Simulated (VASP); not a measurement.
Runs of VASP 6.6.1 on NbC. The structure is that of space group Fm-3m (No. 225), or close to it. The cells are those of the table. 

```csv
cell,gap on the mesh (eV),pressure (GPa)
"a = 3.100 Å, angles 60.0°, 2 atoms",none,22.9
"a = 3.112 Å, angles 60.0°, 2 atoms",none,(a)
"a = 3.019 Å, angles 60.0°, 2 atoms",none,59.6
"a = 3.040 Å, angles 60.0°, 2 atoms",none,48.7
"a = 3.054 Å, angles 60.0°, 2 atoms",none,(b)
```

Alike in all rows: task single point; level PBE; potentials or basis VASP PAW PBE potentials, release 64 (Nb_sv, C); no spin polarisation; k mesh 16 × 16 × 16; cutoff (eV) 600; smearing gaussian 0.1 eV.

Question: Fill in the values left out.

Answer: (a) 18.6; (b) 42.4.

A k mesh can miss the band edges, and the runs leave out spin-orbit coupling on Nb.

A gap of «none» marks levels without a gap at the run's occupations.
